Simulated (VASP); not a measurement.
# Si: single point with PBE

The system is Si.

```
Si
1.0
     3.75587    0.00000    0.00000
    -1.87794    3.25268    0.00000
     0.00000    0.00000    6.69146
Si
4
Cartesian
  0.0000 2.1685 0.3265
  1.8779 1.0842 3.6722
  0.0000 2.1685 3.0192
  1.8779 1.0842 6.3650
```

This isn't the form of Si at room conditions, which is diamond.

This cell differs from its parent crystal: atoms shifted along a free coordinate, c/a of the conventional cell at fixed volume 1.7816.

| Quantity | Value |
| --- | --- |
| Program | VASP 6.6.1 |
| Task | single point |
| Functional | PBE |
| Potentials or basis | VASP PAW PBE potentials, release 64 (Si) |
| Cutoff | 520 eV |
| k mesh | 12 × 12 × 6 |
| Occupations | gaussian, width 0.05 eV |
| Spin | no spin polarisation |
| Dipole correction | no |
| Further INCAR settings | ALGO = Normal; EDIFF = 1e-06; NBANDS = 16 |

* Pressure: 3.8 GPa
* Largest force: 1.991 eV/Å
* Band gap on the k mesh: zero (bands 8 and 9 overlap by 0.01 eV)

Forces on the atoms (eV/Å):
```
Si   0.000  0.000  1.991
Si   0.000  0.000  1.991
Si   0.000  0.000 -1.991
Si   0.000  0.000 -1.991
```

Stress tensor (GPa, compression positive):
```
10.50  0.00  0.00
 0.00 10.50  0.00
 0.00  0.00 -9.69
```

Levels at points of the mesh, in eV from the Fermi level:
```csv
k point,band 4,band 5,band 6,band 7,band 8,band 9,band 10,band 11,band 12,band 13
"(0.00, 0.00, 0.00)",-1.93,-1.93,-1.02,-1.02,0.02,0.17,1.08,1.95,1.95,3.19
"(0.50, 0.00, 0.00)",-7.13,-4.47,-3.52,-2.76,-2.52,0.01,1.47,2.33,3.11,3.64
"(0.00, 0.00, 0.50)",-4.53,-1.53,-1.53,-1.53,-1.53,1.65,1.65,2.54,2.54,2.54
"(0.50, 0.00, 0.50)",-7.96,-3.09,-3.09,-2.63,-2.63,0.40,0.40,0.71,0.71,5.57
```

Wall time 2.5 min on 1 thread of Intel Xeon 8259CL, with other jobs on the host, peak memory 0.22 GiB.

Caveat: the cell stands under pressure; semilocal functionals underestimate gaps, so a narrow gap can read as zero; forces of over 1 eV/Å act on the atoms, so gaps and moduli don't describe the material at rest.
